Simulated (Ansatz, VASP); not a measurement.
## Two plane-wave programs on Cs2HfSe6

```
Hf Cs Se
1.0
     3.71317    6.43139    0.00000
    -3.71317    6.43139    0.00000
     0.00000    0.00000    5.81090
Hf Cs Se
1 2 6
Direct
  0.00000 0.00000 0.00000
  0.33330 0.33340 0.69200
  0.66670 0.66660 0.30800
  0.16000 0.68000 0.19800
  0.16000 0.16000 0.19800
  0.68000 0.16000 0.19800
  0.84000 0.32000 0.80200
  0.32000 0.84000 0.80200
  0.84000 0.84000 0.80200
```

Alike in both runs: task single point; functional PBE; k mesh 3 × 3 × 3; no spin polarisation.

|  | VASP | Ansatz |
| --- | --- | --- |
| version | VASP 6.6.1 | Ansatz 0.2.0 |
| potentials or method | VASP PAW PBE potentials, release 64 (Hf_pv, Cs_sv, Se), cutoff 520 eV | PAW plane waves |
| occupations | fermi-dirac, width 0.1 eV | fermi-dirac |
| valence electrons in the cell | 64 | 140 |

```tsv
	VASP	Ansatz	Ansatz less VASP
gap on the k mesh at the Fermi level (eV)	none	none	-
pressure (GPa)	11.2	11.0	-0.18
traceless stress, the component that is largest in VASP (GPa)	-2.46	-2.42	+0.037
rms of the force components (eV/Å)	1.826	1.814	-0.0118
```

Atom by atom the forces differ by 0.012 eV/Å (rms over components). A gap of «none» marks a metal or a gap that the smearing closes. VASP's potentials hold 64 valence electrons a cell and Ansatz's 140, so a difference there can come from the potentials and not from the codes. Ansatz's warnings: structure snapped to symmetry.

The k mesh is coarse, so the values compare programs but aren't converged. Spin-orbit coupling is off throughout.
